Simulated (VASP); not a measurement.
# Ge (R-3m) in VASP: notebook

Ge is run at these levels: LDA; tasks: single point.

All numbers are computed with VASP 6.6.1; they aren't measurements. Logs are shortened: lines on timing, memory, paths and dates and some standing lists are left out, and cuts for length are marked.

**1. The cell of the first run**

The structure is trigonal, space group R-3m (No. 166). The conventional cell has a = 3.960 Å, b = 3.960 Å, c = 9.995 Å, α = 90.00°, β = 90.00°, γ = 120.00°. Ge (site symmetry 3m) has 4 Ge at 2.43 to 2.50 Å within 3.2 Å.

**2. Single point, LDA (equal xy, yz and zx shear strains of +2 %)**

File INCAR:

```
PREC = Accurate
ENCUT = 520
EDIFF = 1E-7
ISMEAR = -1
SIGMA = 0.05
LREAL = False
LASPH = True
NELM = 60
ALGO = Normal
ISIF = 2
LWAVE = False
LCHARG = False
NBANDS = 21
```

File KPOINTS:

```
Automatic mesh
0
Gamma
  10 10 10
```

File POSCAR:

```
Ge
1.0
    0.0565754000      2.8570577000      2.8570577000
    2.8570577000      0.0565754000      2.8570577000
    2.8570577000      2.8570577000      0.0565754000
Ge
2
Direct
    0.5000000000      0.5000000000      0.5000000000
    0.7500000000      0.7500000000      0.7500000000
```

Potentials or basis: VASP PAW LDA potentials, release 64 (Ge_d).

Started as:

```
cat potpaw_LDA.64/Ge_d/POTCAR > POTCAR
mpirun -np 1 vasp_std > vasp.out
```

OUTCAR:

```text
PREC = Accurate
   ENCUT = 520
   EDIFF = 1E-7
   ISMEAR = -1
   LREAL = False
   LASPH = True
   NELM = 60
   ISIF = 2

 ion  position               nearest neighbor table
   1  0.500  0.500  0.500-   2 2.43   2 2.43   2 2.43   2 2.50
   2  0.750  0.750  0.750-   1 2.43   1 2.43   1 2.43   1 2.50

  LATTYP: Found a trigonal (rhomboedric) cell.
 ALAT       =     4.0408858160
 COS(alpha) =     0.5197000882

  Lattice vectors:

 A1 = (   0.0565754000,   2.8570577000,   2.8570577000)
 A2 = (   2.8570577000,   0.0565754000,   2.8570577000)
 A3 = (   2.8570577000,   2.8570577000,   0.0565754000)

Analysis of symmetry for initial positions (statically):
=====================================================================
 Subroutine PRICEL returns:
 Original cell was already a primitive cell.

 Routine SETGRP: Setting up the symmetry group for a
 trigonal (rhombohedral) supercell.

 Subroutine GETGRP returns: Found 12 space group operations
 (whereof  6 operations were pure point group operations)
 out of a pool of 12 trial point group operations.

The static configuration has the point symmetry C_3v.
 The point group associated with its full space group is D_3d.

Analysis of symmetry for dynamics (positions and initial velocities):
=====================================================================
 Subroutine PRICEL returns:
 Original cell was already a primitive cell.

 Routine SETGRP: Setting up the symmetry group for a
 trigonal (rhombohedral) supercell.

 Subroutine GETGRP returns: Found 12 space group operations
 (whereof  6 operations were pure point group operations)
 out of a pool of 12 trial point group operations.

The dynamic configuration has the point symmetry C_3v.
 The point group associated with its full space group is D_3d.

 Subroutine INISYM returns: Found 12 space group operations
 (whereof  6 operations are pure point group operations),
 and found     1 'primitive' translations

----------------------------------------------------------------------------------------

                                     Primitive cell

  volume of cell :      45.2578

  direct lattice vectors                    reciprocal lattice vectors
     0.056575400  2.857057700  2.857057700    -0.180291074  0.176790276  0.176790276
     2.857057700  0.056575400  2.857057700     0.176790276 -0.180291074  0.176790276
     2.857057700  2.857057700  0.056575400     0.176790276  0.176790276 -0.180291074

  length of vectors
     4.040885816  4.040885816  4.040885816     0.308244180  0.308244180  0.308244180

  position of ions in fractional coordinates (direct lattice)
     0.500000000  0.500000000  0.500000000
     0.750000000  0.750000000  0.750000000

  ion indices of the primitive-cell ions
   primitive index   ion index
                 1           1
                 2           2

----------------------------------------------------------------------------------------

 KPOINTS: Automatic mesh

Automatic generation of k-mesh.
 Grid dimensions read from file:
 generate k-points for:   10   10   10

 Generating k-lattice:

  Cartesian coordinates                     Fractional coordinates (reciprocal lattice)
    -0.018029107  0.017679028  0.017679028     0.100000000  0.000000000  0.000000000
     0.017679028 -0.018029107  0.017679028     0.000000000  0.100000000  0.000000000
     0.017679028  0.017679028 -0.018029107     0.000000000  0.000000000  0.100000000

  Length of vectors
     0.030824418  0.030824418  0.030824418

  Shift w.r.t. Gamma in fractional coordinates (k-lattice)
     0.000000000  0.000000000  0.000000000

 Subroutine IBZKPT returns following result:
 ===========================================

 Found    116 irreducible k-points:

 Following reciprocal coordinates:
            Coordinates               Weight
  0.000000  0.000000  0.000000      1.000000
  0.100000  0.000000  0.000000      6.000000
  0.200000  0.000000  0.000000      6.000000
  0.300000 -0.000000 -0.000000      6.000000
  0.400000 -0.000000 -0.000000      6.000000
  0.500000 -0.000000 -0.000000      3.000000
[... 16 lines left out ...]
  0.300000  0.300000 -0.000000      6.000000
  0.400000  0.300000 -0.000000     12.000000
 [... further k-points ...]
   k-points           NKPTS =    116   k-points in BZ     NKDIM =    116   number of bands    NBANDS=     21
   number of dos      NEDOS =    301   number of ions     NIONS =      2
   total plane-waves  NPLWV =  27000
   dimension x,y,z NGX =    30 NGY =   30 NGZ =   30
   dimension x,y,z NGXF=    60 NGYF=   60 NGZF=   60
   ions per type =               2
   NGX,Y,Z   is equivalent  to a cutoff of  12.34, 12.34, 12.34 a.u.
   NGXF,Y,Z  is equivalent  to a cutoff of  24.68, 24.68, 24.68 a.u.
 SYSTEM =  unknown system
   PREC   = accura    normal or accurate (medium, high low for compatibility)
   ISTART =      0    job   : 0-new  1-cont  2-samecut
   ICHARG =      2    charge: 1-file 2-atom 10-const
   ISPIN  =      1    spin polarized calculation?
   LNONCOLLINEAR =      F non collinear calculations
   LSORBIT =      F    spin-orbit coupling
   LASPH  =      T    aspherical Exc in radial PAW
   ENCUT  =  520.0 eV  38.22 Ry    6.18 a.u.   7.51  7.51  7.51*2*pi/ulx,y,z
   NELM   =     60;   NELMIN=  2; NELMDL= -5     # of ELM steps
   EDIFF  = 0.1E-06   stopping-criterion for ELM
   LREAL  =      F    real-space projection
   EDIFFG = 0.1E-05   stopping-criterion for IOM
   NSW    =      0    number of steps for IOM
   IBRION =     -1    ionic relax: 0-MD 1-quasi-New 2-CG
   NFREE  =      0    steps in history (QN), initial steepest desc. (CG)
   ISIF   =      2    stress and relaxation
   ISYM   =      2    0-nonsym 1-usesym 2-fastsym
   POTIM  = 0.5000    time-step for ionic-motion
   TEBEG  =    0.0;   TEEND  =   0.0 temperature during run
   PSTRESS=    0.0 pullay stress
   NELECT =      28.0000    total number of electrons
   NUPDOWN=      -1.0000    fix difference up-down
   EMIN   =  10.00;   EMAX   =-10.00  energy-range for DOS
   EFERMI =   0.00;   METHOD = LEGACY
   ISMEAR =    -1;   SIGMA  =   0.05  broadening in eV -4-tet -1-fermi 0-gaus
   EFERMI_NEDOS =   21; number of points for ismear=-14 and -15
   IALGO  =     38    algorithm
   IMIX   =      4    mixing-type and parameters
     AMIX     =   0.40;   BMIX     =  1.00
     AMIX_MAG =   1.60;   BMIX_MAG =  1.00
  volume/ion in A,a.u.               =      22.63       152.71
  Fermi-wavevector in a.u.,A,eV,Ry     =   1.394964  2.636100 26.475913  1.945925
  Thomas-Fermi vector in A             =   2.518462
   LORBIT       =      0    0 simple, 1 ext, 2 COOP (PROOUT), +10 PAW based schemes
   GGA     = CA    functional components
   LHFCALC =     F    Hartree Fock is set to
   AEXX    =    0.0000 exact exchange contribution
   IVDW    =     0    specifies the selected vdW correction
   LEPSILON=     F    determine dielectric tensor
   LRPA    =     F    only Hartree local field effects (RPA)
 non-spin polarized calculation
  energy-cutoff  :      520.00
  volume of cell :       45.26
 maximum number of plane-waves:      1249
   NGX = 15   NGY = 15   NGZ = 15

 number of electron      28.0000014 magnetization

 Free energy of the ion-electron system (eV)
  ---------------------------------------------------
  ext. energy  EPLUGINS =         0.00000000
  ---------------------------------------------------
  free energy    TOTEN  =       -10.37317815 eV

  energy without entropy =      -10.37228245  energy(sigma->0) =      -10.37273030

 E-fermi :   4.6867     XC(G=0): -10.2904

 val. band max:        4.6850970838   @ k =   0.0000   0.0000   0.0000
 cond. band min:       4.7102168542   @ k =   0.5000  -0.0000  -0.0000
 fundamental gap:      0.0251197703
 Fermi energy:         4.6867190747

 k-point     1 :       0.0000    0.0000    0.0000
  band No.  band energies     occupation
      1     -20.2240      2.00000
      2     -20.2240      2.00000
      3     -20.1928      2.00000
      4     -20.1768      2.00000
      5     -20.1768      2.00000
      6     -19.9861      2.00000
[... 13 lines left out ...]
     20      14.2860      0.00000
     21      14.2860      0.00000

 k-point     2 :       0.1000    0.0000    0.0000
  band No.  band energies     occupation
      1     -20.2288      2.00000
      2     -20.2234      2.00000
      3     -20.2005      2.00000
      4     -20.1691      2.00000
      5     -20.1661      2.00000
      6     -19.9892      2.00000
[... 13 lines left out ...]
     20      13.4373      0.00000
     21      13.5601      0.00000

 k-point     3 :       0.2000    0.0000    0.0000
  band No.  band energies     occupation
      1     -20.2366      2.00000
      2     -20.2234      2.00000
      3     -20.2062      2.00000
      4     -20.1537      2.00000
      5     -20.1516      2.00000
      6     -19.9952      2.00000
[... 13 lines left out ...]
     20      12.8864      0.00000
     21      13.0832      0.00000

 k-point     4 :       0.3000   -0.0000   -0.0000
  band No.  band energies     occupation
      1     -20.2421      2.00000
      2     -20.2253      2.00000
      3     -20.2047      2.00000
      4     -20.1417      2.00000
      5     -20.1396      2.00000
      6     -19.9989      2.00000
[... 13 lines left out ...]
     20      13.2026      0.00000
     21      13.5233      0.00000

 k-point     5 :       0.4000   -0.0000   -0.0000
  band No.  band energies     occupation
      1     -20.2446      2.00000
      2     -20.2262      2.00000
      3     -20.2015      2.00000
      4     -20.1377      2.00000
      5     -20.1307      2.00000
      6     -20.0040      2.00000
[... 13 lines left out ...]
     20      14.4767      0.00000
     21      14.8293      0.00000
[... 382 lines left out ...]
     20      14.1753      0.00000
     21      16.1779      0.00000

 k-point    22 :      -0.2000    0.2000    0.0000
  band No.  band energies     occupation
      1     -20.2509      2.00000
      2     -20.2297      2.00000
      3     -20.1944      2.00000
      4     -20.1408      2.00000
      5     -20.1165      2.00000
      6     -20.0256      2.00000
[... 13 lines left out ...]
     20      14.5865      0.00000
     21      15.2347      0.00000

 k-point    23 :       0.3000    0.3000   -0.0000
  band No.  band energies     occupation
      1     -20.2450      2.00000
      2     -20.2328      2.00000
      3     -20.2107      2.00000
      4     -20.1285      2.00000
      5     -20.0902      2.00000
      6     -20.0719      2.00000
[... 13 lines left out ...]
     20      15.7671      0.00000
     21      15.8123      0.00000

 k-point    24 :       0.4000    0.3000   -0.0000
  band No.  band energies     occupation
      1     -20.2544      2.00000
      2     -20.2351      2.00000
      3     -20.1969      2.00000
      4     -20.1135      2.00000
      5     -20.0944      2.00000
      6     -20.0676      2.00000
[... 13 lines left out ...]
     20      16.1992      0.00000
     21      16.5516      0.00000

 [... further k-points ...]

------------------------ aborting loop because EDIFF is reached ----------------------------------------

  FORCE on cell =-STRESS in cart. coord.  units (eV):
  Direction    XX          YY          ZZ          XY          YZ          ZX
  --------------------------------------------------------------------------------------
  -------------------------------------------------------------------------------------
  Total       -0.3016987     -0.3016987     -0.3016987     -0.4356874     -0.4356874     -0.4356874
  in kB      -10.6804745    -10.6804745    -10.6804745    -15.4238261    -15.4238261    -15.4238261
  external PRESSURE =     -10.6804745 kB  Pullay stress =       0.0000000 kB

 VOLUME and BASIS-vectors are now :
 -----------------------------------------------------------------------------
  energy-cutoff  :      520.00
  volume of cell :       45.26
      direct lattice vectors                 reciprocal lattice vectors
     0.056575400  2.857057700  2.857057700    -0.180291074  0.176790276  0.176790276
     2.857057700  0.056575400  2.857057700     0.176790276 -0.180291074  0.176790276
     2.857057700  2.857057700  0.056575400     0.176790276  0.176790276 -0.180291074

 POSITION                                       TOTAL-FORCE (eV/Angst)
 -----------------------------------------------------------------------------------
      2.88535      2.88535      2.88535         0.144439      0.144439      0.144439
      4.32802      4.32802      4.32802        -0.144439     -0.144439     -0.144439
 -----------------------------------------------------------------------------------
    total drift:                                0.000000     -0.000000      0.000000

  FREE ENERGIE OF THE ION-ELECTRON SYSTEM (eV)
  ---------------------------------------------------
  free  energy   TOTEN  =       -10.3731781502 eV

  energy  without entropy=      -10.3722824511  energy(sigma->0) =      -10.37273030
```

Wall time 48 s (1 thread of Intel Xeon Platinum 8488C (Sapphire Rapids), shared host); peak memory 0.2 GiB.

What came out:

* Free energy: -10.3732 eV
* Pressure: -1.1 GPa
* Largest force: 0.250 eV/Å
* Band gap on the k mesh: zero (band 14 reaches 4.75 eV, above the bottom of band 15 at 4.71 eV)

Forces in eV/Å, atoms in the order of the input:
```
Ge   0.144  0.144  0.144
Ge  -0.144 -0.144 -0.144
```

Stress tensor (GPa, compression positive):
```
-1.07 -1.54 -1.54
-1.54 -1.07 -1.54
-1.54 -1.54 -1.07
```

Caveat: the cell differs from its parent crystal (equal xy, yz and zx shear strains of +2 %).

**3. Single point, LDA (equal xy, yz and zx shear strains of -2 %)**

File INCAR:

```
SYSTEM = Ge
ALGO     = Normal         ! electronic algorithm
EDIFF    = 1E-6           ! SCF threshold, eV
ENCUT    = 520            ! plane-wave cutoff, eV
GGA      = CA             ! functional
ISIF     = 2              ! what is computed and relaxed
ISMEAR   = -1             ! smearing method
LASPH    = .TRUE.         ! aspherical terms in the spheres
LCHARG   = .TRUE.         ! write CHGCAR
LELF     = .TRUE.         ! ELF
LREAL    = .FALSE.        ! projectors in reciprocal space
LVHAR    = .TRUE.       
LWAVE    = .FALSE.        ! write WAVECAR
NBANDS   = 21             ! bands
NELM     = 80             ! most SCF steps
PREC     = Accurate       ! precision mode
SIGMA    = 0.05           ! smearing width, eV
```

File KPOINTS:

```
k-points
0
G
  10 10 10
  0 0 0
```

File POSCAR:

```
Ge
1.0
   -0.0565754000      2.8004823000      2.8004823000
    2.8004823000     -0.0565754000      2.8004823000
    2.8004823000      2.8004823000     -0.0565754000
Ge
2
Direct
    0.5000000000      0.5000000000      0.5000000000
    0.7500000000      0.7500000000      0.7500000000
```

Potentials or basis: VASP PAW LDA potentials, release 64 (Ge_d).

Started as:

```
cat potpaw_LDA.64/Ge_d/POTCAR > POTCAR
mpirun -np 1 vasp_std > vasp.out
```

Wall time 47 s (1 thread of Intel Xeon 6975P-C (Granite Rapids), shared host); peak memory 0.2 GiB.

Results (log left out):

```
Free energy            : -10.3724 eV
Pressure               : -1.0 GPa
Largest force          : 0.323 eV/Å
Band gap on the k mesh : zero (band 14 reaches 4.72 eV, above the bottom of band 15 at 4.56 eV)
```

Forces on the atoms (eV/Å):
```
Ge  -0.186 -0.186 -0.186
Ge   0.186  0.186  0.186
```

Stress tensor (GPa, compression positive):
```
-1.04  1.66  1.66
 1.66 -1.04  1.66
 1.66  1.66 -1.04
```

Levels at points of the mesh, in eV from the Fermi level:
| k point | band 12 | band 13 | band 14 | band 15 | band 16 | band 17 |
| --- | --- | --- | --- | --- | --- | --- |
| (0.00, 0.00, 0.00) | -0.11 | 0.05 | 0.05 | 0.08 | 2.43 | 2.43 |
| (0.50, 0.00, 0.00) | -7.55 | -1.31 | -1.28 | 0.20 | 3.65 | 3.99 |
| (0.50, 0.50, 0.00) | -8.76 | -3.12 | -2.91 | 0.61 | 0.84 | 9.36 |
| (0.50, 0.50, 0.50) | -7.68 | -1.49 | -1.49 | -0.11 | 3.68 | 3.68 |

Caveat: the cell differs from its parent crystal (equal xy, yz and zx shear strains of -2 %).

(Continued in part 2 of 2.)
